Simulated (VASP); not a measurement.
# BaZrO3 (Pm-3m) in VASP: notebook

BaZrO3 is run at these levels: LDA, r2SCAN; tasks: single point.

Everything below comes from runs of VASP 6.6.1. Logs are shortened: lines on timing, memory, paths and dates and some standing lists are left out, and cuts for length are marked.

## Step 1: The cell of the first run

The structure is cubic, space group Pm-3m (No. 221). The conventional cell has a = 4.191 Å, b = 4.191 Å, c = 4.191 Å, α = 90.00°, β = 90.00°, γ = 90.00°. Within 3.9 Å of Ba (site symmetry m-3m) lie 12 O at 2.96 Å and 8 Zr at 3.63 Å. Zr (site symmetry m-3m) has 6 O at 2.10 Å within 2.8 Å. O (site symmetry 4/mmm) has 2 Zr at 2.10 Å within 2.8 Å.

## Step 2: Single point, LDA

INCAR reads:

```
PREC = Accurate
ENCUT = 600
EDIFF = 1E-6
ISMEAR = -1
SIGMA = 0.05
LREAL = False
LASPH = True
NELM = 120
ALGO = Normal
ISIF = 2
LWAVE = False
LCHARG = False
GGA = CA
NBANDS = 28
GGA_COMPAT = False
```

KPOINTS reads:

```
regular mesh
0
Gamma
  6 6 6
```

POSCAR reads:

```
BaZrO3
1.0
    4.1913400000      0.0000000000      0.0000000000
    0.0000000000      4.1913400000      0.0000000000
    0.0000000000      0.0000000000      4.1913400000
Ba Zr O
1 1 3
Direct
    0.0000000000      0.0000000000      0.0000000000
    0.5000000000      0.5000000000      0.5000000000
    0.5000000000      0.5000000000      0.0000000000
    0.5000000000      0.0000000000      0.5000000000
    0.0000000000      0.5000000000      0.5000000000
```

Potentials or basis: VASP PAW LDA potentials, release 64 (Ba_sv, Zr_sv, O).

Run with:

```console
$ cat potpaw_LDA.64/Ba_sv/POTCAR potpaw_LDA.64/Zr_sv/POTCAR potpaw_LDA.64/O/POTCAR > POTCAR
$ mpirun -np 1 vasp_std > vasp.out
```

OUTCAR:

```text
PREC = Accurate
   ENCUT = 600
   EDIFF = 1E-6
   ISMEAR = -1
   LREAL = False
   LASPH = True
   NELM = 120
   ISIF = 2
   GGA = CA

 ion  position               nearest neighbor table
   1  0.000  0.000  0.000-   3 2.96   4 2.96   5 2.96   4 2.96   5 2.96   3 2.96   5 2.96   5 2.96
                             3 2.96   4 2.96   4 2.96   3 2.96   2 3.63   2 3.63   2 3.63   2 3.63
   2  0.500  0.500  0.500-   3 2.10   4 2.10   5 2.10   3 2.10   4 2.10   5 2.10   1 3.63   1 3.63
                             1 3.63   1 3.63   1 3.63   1 3.63   1 3.63   1 3.63
   3  0.500  0.500  0.000-   2 2.10   2 2.10   1 2.96   1 2.96   1 2.96   1 2.96
   4  0.500  0.000  0.500-   2 2.10   2 2.10   1 2.96   1 2.96   1 2.96   1 2.96
   5  0.000  0.500  0.500-   2 2.10   2 2.10   1 2.96   1 2.96   1 2.96   1 2.96

  LATTYP: Found a simple cubic cell.
 ALAT       =     4.1913400000

  Lattice vectors:

 A1 = (   4.1913400000,   0.0000000000,   0.0000000000)
 A2 = (   0.0000000000,   4.1913400000,   0.0000000000)
 A3 = (   0.0000000000,   0.0000000000,   4.1913400000)

Analysis of symmetry for initial positions (statically):
=====================================================================
 Subroutine PRICEL returns:
 Original cell was already a primitive cell.

 Routine SETGRP: Setting up the symmetry group for a
 simple cubic supercell.

 Subroutine GETGRP returns: Found 48 space group operations
 (whereof 48 operations were pure point group operations)
 out of a pool of 48 trial point group operations.

The static configuration has the point symmetry O_h .

Analysis of symmetry for dynamics (positions and initial velocities):
=====================================================================
 Subroutine PRICEL returns:
 Original cell was already a primitive cell.

 Routine SETGRP: Setting up the symmetry group for a
 simple cubic supercell.

 Subroutine GETGRP returns: Found 48 space group operations
 (whereof 48 operations were pure point group operations)
 out of a pool of 48 trial point group operations.

The dynamic configuration has the point symmetry O_h .

 Subroutine INISYM returns: Found 48 space group operations
 (whereof 48 operations are pure point group operations),
 and found     1 'primitive' translations

----------------------------------------------------------------------------------------

                                     Primitive cell

  volume of cell :      73.6307

  direct lattice vectors                    reciprocal lattice vectors
     4.191340000  0.000000000  0.000000000     0.238587182  0.000000000  0.000000000
     0.000000000  4.191340000  0.000000000     0.000000000  0.238587182  0.000000000
     0.000000000  0.000000000  4.191340000     0.000000000  0.000000000  0.238587182

  length of vectors
     4.191340000  4.191340000  4.191340000     0.238587182  0.238587182  0.238587182

  position of ions in fractional coordinates (direct lattice)
     0.000000000  0.000000000  0.000000000
     0.500000000  0.500000000  0.500000000
     0.500000000  0.500000000  0.000000000
     0.500000000  0.000000000  0.500000000
     0.000000000  0.500000000  0.500000000

  ion indices of the primitive-cell ions
   primitive index   ion index
                 1           1
                 2           2
                 3           3
                 4           4
                 5           5

----------------------------------------------------------------------------------------

 KPOINTS: regular mesh

Automatic generation of k-mesh.
 Grid dimensions read from file:
 generate k-points for:    6    6    6

 Generating k-lattice:

  Cartesian coordinates                     Fractional coordinates (reciprocal lattice)
     0.039764530  0.000000000  0.000000000     0.166666667  0.000000000  0.000000000
     0.000000000  0.039764530  0.000000000     0.000000000  0.166666667  0.000000000
     0.000000000  0.000000000  0.039764530     0.000000000  0.000000000  0.166666667

  Length of vectors
     0.039764530  0.039764530  0.039764530

  Shift w.r.t. Gamma in fractional coordinates (k-lattice)
     0.000000000  0.000000000  0.000000000

 Subroutine IBZKPT returns following result:
 ===========================================

 Found     20 irreducible k-points:

 Following reciprocal coordinates:
            Coordinates               Weight
  0.000000  0.000000  0.000000      1.000000
  0.166667  0.000000  0.000000      6.000000
  0.333333  0.000000  0.000000      6.000000
  0.500000  0.000000  0.000000      3.000000
  0.166667  0.166667  0.000000     12.000000
  0.333333  0.166667  0.000000     24.000000
[... 12 lines left out ...]
  0.500000  0.500000  0.333333      6.000000
  0.500000  0.500000  0.500000      1.000000
   k-points           NKPTS =     20   k-points in BZ     NKDIM =     20   number of bands    NBANDS=     28
   number of dos      NEDOS =    301   number of ions     NIONS =      5
   total plane-waves  NPLWV =  46656
   dimension x,y,z NGX =    36 NGY =   36 NGZ =   36
   dimension x,y,z NGXF=    72 NGYF=   72 NGZF=   72
   ions per type =               1   1   3
   NGX,Y,Z   is equivalent  to a cutoff of  14.28, 14.28, 14.28 a.u.
   NGXF,Y,Z  is equivalent  to a cutoff of  28.56, 28.56, 28.56 a.u.
 SYSTEM =  unknown system
   PREC   = accura    normal or accurate (medium, high low for compatibility)
   ISTART =      0    job   : 0-new  1-cont  2-samecut
   ICHARG =      2    charge: 1-file 2-atom 10-const
   ISPIN  =      1    spin polarized calculation?
   LNONCOLLINEAR =      F non collinear calculations
   LSORBIT =      F    spin-orbit coupling
   LASPH  =      T    aspherical Exc in radial PAW
   ENCUT  =  600.0 eV  44.10 Ry    6.64 a.u.   8.37  8.37  8.37*2*pi/ulx,y,z
   NELM   =    120;   NELMIN=  2; NELMDL= -5     # of ELM steps
   EDIFF  = 0.1E-05   stopping-criterion for ELM
   LREAL  =      F    real-space projection
   EDIFFG = 0.1E-04   stopping-criterion for IOM
   NSW    =      0    number of steps for IOM
   IBRION =     -1    ionic relax: 0-MD 1-quasi-New 2-CG
   NFREE  =      0    steps in history (QN), initial steepest desc. (CG)
   ISIF   =      2    stress and relaxation
   ISYM   =      2    0-nonsym 1-usesym 2-fastsym
   POTIM  = 0.5000    time-step for ionic-motion
   TEBEG  =    0.0;   TEEND  =   0.0 temperature during run
   PSTRESS=    0.0 pullay stress
   NELECT =      40.0000    total number of electrons
   NUPDOWN=      -1.0000    fix difference up-down
   EMIN   =  10.00;   EMAX   =-10.00  energy-range for DOS
   EFERMI =   0.00;   METHOD = LEGACY
   ISMEAR =    -1;   SIGMA  =   0.05  broadening in eV -4-tet -1-fermi 0-gaus
   EFERMI_NEDOS =   21; number of points for ismear=-14 and -15
   IALGO  =     38    algorithm
   IMIX   =      4    mixing-type and parameters
     AMIX     =   0.40;   BMIX     =  1.00
     AMIX_MAG =   1.60;   BMIX_MAG =  1.00
  volume/ion in A,a.u.               =      14.73        99.38
  Fermi-wavevector in a.u.,A,eV,Ry     =   1.335802  2.524299 24.277770  1.784366
  Thomas-Fermi vector in A             =   2.464478
   LORBIT       =      0    0 simple, 1 ext, 2 COOP (PROOUT), +10 PAW based schemes
   GGA     = CA    functional components
   LHFCALC =     F    Hartree Fock is set to
   AEXX    =    0.0000 exact exchange contribution
   IVDW    =     0    specifies the selected vdW correction
   LEPSILON=     F    determine dielectric tensor
   LRPA    =     F    only Hartree local field effects (RPA)
 non-spin polarized calculation
  energy-cutoff  :      600.00
  volume of cell :       73.63
 maximum number of plane-waves:      2517
 NGX is ok and might be reduce to    36
   NGX = 17   NGY = 17   NGZ = 17

 number of electron      40.0000010 magnetization

 Free energy of the ion-electron system (eV)
  ---------------------------------------------------
  ext. energy  EPLUGINS =         0.00000000
  ---------------------------------------------------
  free energy    TOTEN  =       -45.72940964 eV

  energy without entropy =      -45.72940964  energy(sigma->0) =      -45.72940964

 E-fermi :   4.5080     XC(G=0): -11.2379

 val. band max:        3.4680660474   @ k =   0.5000   0.5000   0.5000
 cond. band min:       6.5386988972   @ k =   0.0000   0.0000   0.0000
 fundamental gap:      3.0706328499
 Fermi energy:         4.5080244594

 k-point     1 :       0.0000    0.0000    0.0000
  band No.  band energies     occupation
      1     -43.1915      2.00000
      2     -21.6640      2.00000
      3     -21.5298      2.00000
      4     -21.5298      2.00000
      5     -21.5298      2.00000
      6     -12.5890      2.00000
[... 20 lines left out ...]
     27      10.9639      0.00000
     28      10.9639      0.00000

 k-point     2 :       0.1667    0.0000    0.0000
  band No.  band energies     occupation
      1     -43.1906      2.00000
      2     -21.7459      2.00000
      3     -21.5280      2.00000
      4     -21.5280      2.00000
      5     -21.4954      2.00000
      6     -12.5986      2.00000
[... 20 lines left out ...]
     27      10.9653      0.00000
     28      11.6475      0.00000

 k-point     3 :       0.3333    0.0000    0.0000
  band No.  band energies     occupation
      1     -43.1889      2.00000
      2     -21.8785      2.00000
      3     -21.5243      2.00000
      4     -21.5243      2.00000
      5     -21.4525      2.00000
      6     -12.7135      2.00000
[... 20 lines left out ...]
     27      11.0314      0.00000
     28      11.1799      0.00000

 k-point     4 :       0.5000    0.0000    0.0000
  band No.  band energies     occupation
      1     -43.1880      2.00000
      2     -21.9389      2.00000
      3     -21.5224      2.00000
      4     -21.5224      2.00000
      5     -21.4346      2.00000
      6     -12.7784      2.00000
[... 454 lines left out ...]
     27      11.6874      0.00000
     28      12.4082      0.00000

 k-point    19 :       0.5000    0.5000    0.3333
  band No.  band energies     occupation
      1     -43.1821      2.00000
      2     -21.7635      2.00000
      3     -21.7635      2.00000
      4     -21.7021      2.00000
      5     -21.5381      2.00000
      6     -11.6217      2.00000
[... 20 lines left out ...]
     27      11.9612      0.00000
     28      12.7687      0.00000

 k-point    20 :       0.5000    0.5000    0.5000
  band No.  band energies     occupation
      1     -43.1813      2.00000
      2     -21.7609      2.00000
      3     -21.7609      2.00000
      4     -21.7609      2.00000
      5     -21.5285      2.00000
      6     -11.3280      2.00000
[... 20 lines left out ...]
     27      12.6432      0.00000
     28      12.6432      0.00000

------------------------ aborting loop because EDIFF is reached ----------------------------------------

  FORCE on cell =-STRESS in cart. coord.  units (eV):
  Direction    XX          YY          ZZ          XY          YZ          ZX
  --------------------------------------------------------------------------------------
  -------------------------------------------------------------------------------------
  Total       -1.8348486     -1.8348486     -1.8348486     -0.0000000     -0.0000000     -0.0000000
  in kB      -39.9256638    -39.9256638    -39.9256638     -0.0000000     -0.0000000     -0.0000000
  external PRESSURE =     -39.9256638 kB  Pullay stress =       0.0000000 kB

 VOLUME and BASIS-vectors are now :
 -----------------------------------------------------------------------------
  energy-cutoff  :      600.00
  volume of cell :       73.63
      direct lattice vectors                 reciprocal lattice vectors
     4.191340000  0.000000000  0.000000000     0.238587182  0.000000000  0.000000000
     0.000000000  4.191340000  0.000000000     0.000000000  0.238587182  0.000000000
     0.000000000  0.000000000  4.191340000     0.000000000  0.000000000  0.238587182

 POSITION                                       TOTAL-FORCE (eV/Angst)
 -----------------------------------------------------------------------------------
      0.00000      0.00000      0.00000         0.000000      0.000000      0.000000
      2.09567      2.09567      2.09567         0.000000      0.000000      0.000000
      2.09567      2.09567      0.00000         0.000000      0.000000      0.000000
      2.09567      0.00000      2.09567         0.000000      0.000000      0.000000
      0.00000      2.09567      2.09567         0.000000      0.000000      0.000000
 -----------------------------------------------------------------------------------
    total drift:                                0.000000      0.000000      0.000000

  FREE ENERGIE OF THE ION-ELECTRON SYSTEM (eV)
  ---------------------------------------------------
  free  energy   TOTEN  =       -45.7294096429 eV

  energy  without entropy=      -45.7294096428  energy(sigma->0) =      -45.72940964
```

It took 21 s on 1 thread of Intel Xeon 6975P-C (Granite Rapids), shared host; peak memory 0.2 GiB.

What came out:

```
Free energy            : -45.7294 eV
Pressure               : -4.0 GPa
Band gap on the k mesh : 3.07 eV (least direct gap 3.29 eV)
```

Caveat: the cell stands under tension; spin-orbit coupling is left out, which moves the levels of the heavy elements.

## Step 3: Single point, LDA

This run uses another cell than the first one, of 14.27 Å³/atom.

INCAR reads:

```
ALGO = Normal ; EDIFF = 1E-6
ENCUT = 910 ; GGA_COMPAT = F
ISIF = 2 ; ISMEAR = -1
LASPH = T ; LCHARG = F
LREAL = F ; LWAVE = F
NBANDS = 28 ; NELM = 120
PREC = Accurate ; SIGMA = 0.05
```

KPOINTS reads:

```
k-points
0
Gamma
  6 6 6
```

Edit POSCAR of step 2 so:

```diff
@@ -2,5 +2,5 @@
 1.0
-    4.1913400000      0.0000000000      0.0000000000
-    0.0000000000      4.1913400000      0.0000000000
-    0.0000000000      0.0000000000      4.1913400000
+    4.1473635006      0.0000000000      0.0000000000
+    0.0000000000      4.1473635006      0.0000000000
+    0.0000000000      0.0000000000      4.1473635006
 Ba Zr O
```

Potentials or basis: VASP PAW LDA potentials, release 64 (Ba_sv, Zr_sv, O_h).

Run with:

```console
$ cat potpaw_LDA.64/Ba_sv/POTCAR potpaw_LDA.64/Zr_sv/POTCAR potpaw_LDA.64/O_h/POTCAR > POTCAR
$ mpirun -np 1 vasp_std > vasp.out
```

It took 58 s on 1 thread of Intel Xeon 6975P-C (Granite Rapids), shared host; peak memory 0.26 GiB.

Results (log left out):

```
Free energy            : -45.7612 eV
Pressure               : 1.2 GPa
Band gap on the k mesh : 3.14 eV (least direct gap 3.31 eV)
```

Levels at points of the mesh, in eV from the valence-band top:
```tsv
k point	band 18	band 19	band 20	band 21	band 22	band 23
(0.00, 0.00, 0.00)	-0.18	-0.18	-0.18	3.14	3.14	3.14
(0.50, 0.00, 0.00)	-1.81	-0.39	-0.39	3.62	5.87	5.87
(0.50, 0.50, 0.00)	-0.93	-0.70	-0.08	5.83	5.83	6.58
(0.50, 0.50, 0.50)	0.00	0.00	0.00	6.04	6.04	6.04
```

Caveat: the cutoff is under 1.25 times the usual one of these potentials, so pressure, stress and relaxed cells hold a basis-set (Pulay) error; spin-orbit coupling is left out, which moves the levels of the heavy elements. A k mesh can miss the band edges.

## Step 4: Single point, r2SCAN

Edit POSCAR of step 3 so:

```diff
@@ -2,5 +2,5 @@
 1.0
-    4.1473635006      0.0000000000      0.0000000000
-    0.0000000000      4.1473635006      0.0000000000
-    0.0000000000      0.0000000000      4.1473635006
+    4.1913400000      0.0000000000      0.0000000000
+    0.0000000000      4.1913400000      0.0000000000
+    0.0000000000      0.0000000000      4.1913400000
 Ba Zr O
```

INCAR.step1 reads:

```
SYSTEM = BaZrO3
PREC = Accurate ; ENCUT = 910
ISMEAR = -1 ; SIGMA = 0.05
LREAL = .FALSE. ; LASPH = .TRUE.
NELM = 120 ; NBANDS = 28
GGA = PE ; ALGO = Normal
EDIFF = 1E-5 ; LWAVE = .TRUE.
LCHARG = .FALSE. ; GGA_COMPAT = .FALSE.
```

INCAR.step2 reads:

```
SYSTEM = BaZrO3
PREC = Accurate ; ENCUT = 910
EDIFF = 1E-6 ; ISMEAR = -1
SIGMA = 0.05 ; LREAL = .FALSE.
LASPH = .TRUE. ; NELM = 120
ALGO = Normal ; ISIF = 2
LWAVE = .FALSE. ; LCHARG = .FALSE.
METAGGA = R2SCAN ; LMIXTAU = .TRUE.
NBANDS = 28 ; ISTART = 1
GGA_COMPAT = .FALSE.
```

KPOINTS reads:

```
Automatic mesh
0
G
  6 6 6
  0 0 0
```

Potentials or basis: VASP PAW PBE potentials, release 64 (Ba_sv, Zr_sv, O_h).

Run with:

```console
$ cat potpaw_PBE.64/Ba_sv/POTCAR potpaw_PBE.64/Zr_sv/POTCAR potpaw_PBE.64/O_h/POTCAR > POTCAR
$ cp INCAR.step1 INCAR
$ mpirun -np 1 vasp_std > vasp.out
$ cp INCAR.step2 INCAR
$ mpirun -np 1 vasp_std > vasp.out
```

Run time: 2.6 min. Hardware: 1 thread of Intel Xeon 6975P-C (Granite Rapids), shared host; peak memory 0.35 GiB.

It converged, with:

| Quantity | Value |
| --- | --- |
| Free energy | -85.1231 eV |
| Pressure | 2.5 GPa |
| Band gap on the k mesh | 3.71 eV (least direct gap 3.95 eV) |

Levels at points of the mesh, in eV from the valence-band top:
| k point | band 16 | band 17 | band 18 | band 19 | band 20 | band 21 | band 22 | band 23 | band 24 | band 25 |
| --- | --- | --- | --- | --- | --- | --- | --- | --- | --- | --- |
| (0.00, 0.00, 0.00) | -1.01 | -1.01 | -0.24 | -0.24 | -0.24 | 3.71 | 3.71 | 3.71 | 5.18 | 5.18 |
| (0.50, 0.00, 0.00) | -1.73 | -1.73 | -1.68 | -0.47 | -0.47 | 4.16 | 6.23 | 6.23 | 6.97 | 7.31 |
| (0.50, 0.50, 0.00) | -2.38 | -0.94 | -0.94 | -0.81 | -0.08 | 6.20 | 6.20 | 7.00 | 7.15 | 8.29 |
| (0.50, 0.50, 0.50) | -2.55 | -2.55 | 0.00 | 0.00 | 0.00 | 6.63 | 6.63 | 6.63 | 7.55 | 7.55 |

Caveat: the cutoff is under 1.25 times the usual one of these potentials, so pressure, stress and relaxed cells hold a basis-set (Pulay) error; the PAW data sets were made with another functional, which shifts forces and pressure a little; spin-orbit coupling is left out, which moves the levels of the heavy elements. r2SCAN opens gaps a little over a GGA but as a rule still falls short of measured ones.

## Step 5: The runs side by side

| level | potentials or basis | cell | cutoff (eV) | gap on the mesh (eV) | pressure (GPa) |
| --- | --- | --- | --- | --- | --- |
| LDA | VASP PAW LDA potentials, release 64 (Ba_sv, Zr_sv, O) | a = 4.191 Å, 5 atoms | 600 | 3.07 | -4.0 |
| LDA | VASP PAW LDA potentials, release 64 (Ba_sv, Zr_sv, O_h) | a = 4.147 Å, 5 atoms | 910 | 3.14 | 1.2 |
| r2SCAN | VASP PAW PBE potentials, release 64 (Ba_sv, Zr_sv, O_h) | a = 4.191 Å, 5 atoms | 910 | 3.71 | 2.5 |

Alike in all rows: task single point; no spin polarisation; k mesh 6 × 6 × 6; smearing fermi-dirac 0.05 eV.

Caveats: spin-orbit coupling is left out, which moves the levels of the heavy elements; the cutoff is under 1.25 times the usual one of these potentials, so pressure, stress and relaxed cells hold a basis-set (Pulay) error (at least some runs); the cell stands under tension (at least some runs); the PAW data sets were made with another functional, which shifts forces and pressure a little (at least some runs).

Total energies depend on the potentials used, so only differences within one code and one set of settings carry meaning.
